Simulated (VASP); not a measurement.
Here is a VASP 6.6.1 calculation.

INCAR

```
ALGO = Normal
EDIFF = 1E-8
ENCUT = 520
ISIF = 2
ISMEAR = -1
LASPH = True
LCHARG = False
LEFG = True
LREAL = False
LWAVE = False
NBANDS = 15
NELM = 80
PREC = Accurate
SIGMA = 0.01
```

KPOINTS

```
k-points
0
Gamma
  7 7 7
```

The input POSCAR:

```
BaS
1.0
    0.0000000000      3.2357778460      3.2357778460
    3.2357778460      0.0000000000      3.2357778460
    3.2357778460      3.2357778460      0.0000000000
Ba S
1 1
Direct
    0.0000000000      0.0000000000      0.0000000000
    0.5000000000      0.5000000000      0.5000000000
```

Potentials or basis: VASP PAW LDA potentials, release 64 (Ba_sv, S).

Launch:

```bash
$ cat potpaw_LDA.64/Ba_sv/POTCAR potpaw_LDA.64/S/POTCAR > POTCAR
$ mpirun -np 1 vasp_std > vasp.out
```

Question: Estimate the pressure.

Answer: -3.3 GPa.

Question: Estimate the band gap on the k mesh.

Answer: 2.03 eV, indirect (least direct gap 2.19 eV).

Caveat: without QUAD_EFG the Cq values of the log hold for a quadrupole moment of 1 mb, not for the nuclei; spin-orbit coupling is left out, which moves the levels of the heavy elements. A k mesh can miss the band edges.
